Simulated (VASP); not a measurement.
PtSe2:

```
Pt Se
1.0
     3.72400    0.00000    0.00000
    -1.86200    3.22508    0.00000
     0.00000    0.00000    5.06200
Pt Se
1 2
Direct
  0.00000 0.00000 0.00000
  0.33333 0.66667 0.25000
  0.66667 0.33333 0.75000
```

* Program: VASP 6.6.1
* Task: relaxation of cell and atoms
* Functional: PBE
* Dispersion: D4
* Potentials or basis: VASP PAW PBE potentials, release 64 (Pt, Se)
* Cutoff: 600 eV
* k mesh: 13 × 13 × 9
* Occupations: fermi-dirac, width 0.1 eV
* Spin: no spin polarisation

At the start: pressure 3.6 GPa; volume 20.27 Å³/atom.

Task: How do energy, volume and symmetry change on relaxing?

Result: Over 12 steps the energy falls by 17.5 meV/atom and the volume is 19.79 Å³/atom (-2.3 %); space group P-3m1 (No. 164, to 0.1 Å) before and after.

The path:
| step | energy change (eV) | largest force (eV/Å) | pressure (GPa) | volume (Å³) |
| --- | --- | --- | --- | --- |
| 1 | 0.0000 | 0.6168 | 3.63 | 60.80 |
| 2 | 0.0345 | 0.4125 | -6.03 | 64.92 |
| 3 | -0.0253 | 0.1767 | -0.57 | 62.36 |
| 4 | -0.0253 | 0.1846 | -0.50 | 62.33 |
| 5 | -0.0306 | 0.1607 | -0.43 | 61.96 |
| 6 | -0.0432 | 0.0844 | -0.17 | 60.84 |
| 7 | -0.0478 | 0.1054 | 0.79 | 58.63 |
| 8 | -0.0500 | 0.0155 | 0.39 | 59.52 |
| 9 | -0.0487 | 0.1644 | -1.53 | 59.93 |
| 10 | -0.0514 | 0.0793 | -0.43 | 59.69 |
| 11 | -0.0519 | 0.0433 | 0.26 | 59.14 |
| 12 | -0.0525 | 0.0080 | -0.05 | 59.38 |

Final structure:
```yaml
crystal:
  lattice:
    - [3.77417, 0.00000, 0.00000]
    - [-1.88709, 3.26853, 0.00000]
    - [0.00000, 0.00000, 4.81334]
  atoms:
    - { symbol: Pt, position: [0.00000, 0.00000, 0.00000] }
    - { symbol: Se, position: [0.33333, 0.66667, 0.26612] }
    - { symbol: Se, position: [0.66667, 0.33333, 0.73388] }
```
